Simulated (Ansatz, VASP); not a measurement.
One calculation of SiC, two programs

Contents of INCAR:

```
SYSTEM = SiC
PREC = Accurate
ENCUT = 520
EDIFF = 1E-7
ISMEAR = 0
SIGMA = 0.05
LREAL = .FALSE.
LASPH = .TRUE.
NELM = 60
ALGO = Normal
ISIF = 2
LWAVE = .FALSE.
LCHARG = .FALSE.
GGA = PE
NBANDS = 11
```

KPOINTS

```
Automatic mesh
0
G
  20 20 20
  0 0 0
```

POSCAR

```
SiC
1.0
    0.0000000000      1.9729304118      1.9729304118
    1.9729304118      0.0000000000      1.9729304118
    1.9729304118      1.9729304118      0.0000000000
C Si
1 1
Direct
    0.0000000000      0.0000000000      0.0000000000
    0.5000000000      0.5000000000      0.5000000000
```

Input for Ansatz:

```yaml
crystal:
  lattice:
    - [0.0, 1.9729304118, 1.9729304118]
    - [1.9729304118, 0.0, 1.9729304118]
    - [1.9729304118, 1.9729304118, 0.0]
  atoms:
    - { symbol: C, position: [0.0, 0.0, 0.0] }
    - { symbol: Si, position: [0.5, 0.5, 0.5] }
basis:
  ecutwfc: 420
  ecutrho_ratio: 4
kpoints:
  mp_grid: { grid: [20, 20, 20] }
hamiltonian:
  xc: pbe
scf:
  occupations: { method: gaussian, width: 0.05 }
output:
  forces: true
  stress: true
  eigenvalues: true
```

Alike in both runs: task single point; functional PBE; k mesh 20 × 20 × 20; occupations gaussian, width 0.05 eV; no spin polarisation.

|  | VASP | Ansatz |
| --- | --- | --- |
| version | VASP 6.6.1 | Ansatz 0.2.0 |
| potentials or method | VASP PAW PBE potentials, release 64 (C, Si), cutoff 520 eV | scalar-relativistic, plane waves, PAW |
| valence electrons in the cell | 8 | 8 |

Ansatz gave:

- gap on the k mesh at the Fermi level (eV): none
- pressure (GPa): 24.3

Problem. What did VASP give for the same quantities?

Solution. gap on the k mesh at the Fermi level (eV): none; pressure (GPa): 24.4.

A gap of «none» marks a metal or a gap that the smearing closes.
